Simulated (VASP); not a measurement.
Input of a VASP 6.6.1 run:

Contents of INCAR:

```
PREC     = Accurate       # precision mode
ENCUT    = 520            # plane-wave cutoff, eV
EDIFF    = 1E-6           # SCF threshold, eV
ISMEAR   = -1             # smearing method
SIGMA    = 0.24           # smearing width, eV
LREAL    = Auto         
LASPH    = T              # aspherical terms in the spheres
NELM     = 100            # most SCF steps
ALGO     = Normal         # electronic algorithm
ISIF     = 2              # what is computed and relaxed
LWAVE    = F              # write WAVECAR
LCHARG   = F              # write CHGCAR
GGA      = PE             # functional
NBANDS   = 86             # bands
```

Contents of KPOINTS:

```
regular mesh
0
Gamma
  2 2 2
```

POSCAR

```
WC
1.0
   -2.9713940000     -5.1466060000      0.0000000000
    4.4570910000     -2.5733030000      0.0000000000
    0.0000000000      0.0000000000      5.8387320000
W C
8 8
Direct
    0.7615085422      0.5387688771      0.0314794377
    0.7181107251      0.5391386220      0.5161223362
    0.4986674240      0.0499961503     -0.0136844781
    0.5136598263      0.0179905965      0.4885649829
    0.2183779688      0.5121023973     -0.0113894592
    0.2197673858      0.5555676318      0.4665567798
    0.0013787490      0.0435254309      0.0101734418
   -0.0198718081      0.0037587361      0.4938058469
    0.4678190523      0.7087077031      0.2358731314
    0.5798577241      0.7499702748      0.7764185786
    0.2493368441      0.1803369064      0.2272239932
    0.2628728042      0.1585111619      0.7275723565
   -0.0072348800      0.7124831692      0.2607072906
    0.0338745479      0.7042159624      0.7820876177
    0.7841349657      0.2022561201      0.2731072431
    0.7577935771      0.1890702452      0.7699959512
```

Potentials or basis: VASP PAW PBE potentials, release 64 (W_sv, C).

Command:

```sh
$ cat potpaw_PBE.64/W_sv/POTCAR potpaw_PBE.64/C/POTCAR > POTCAR
$ mpirun -np 1 vasp_std > vasp.out
```

Question: What does it give for the largest force?

Answer: 6.231 eV/Å.

Question: Predict the pressure.

Answer: -1.6 GPa.

Forces on the atoms (eV/Å):
```
W    0.724  2.003 -2.975
W   -2.486 -1.352 -1.043
W   -1.477  0.325  1.708
W    2.423  0.912  0.661
W   -2.063 -4.826  1.608
W   -4.927 -0.786  3.732
W   -1.929  1.170 -2.222
W    1.450 -4.744  3.307
C   -1.241 -0.781  0.627
C   -0.029  3.100 -0.667
C    1.252 -0.669  2.004
C    2.453  0.107  0.590
C   -0.323  1.699 -1.620
C    2.354  2.143 -3.050
C    2.367  2.506 -1.479
C    1.453 -0.807 -1.182
```

Caveat: the k points lie up to 0.61 Å⁻¹ apart; forces of over 1 eV/Å act on the atoms, so gaps and moduli don't describe the material at rest.
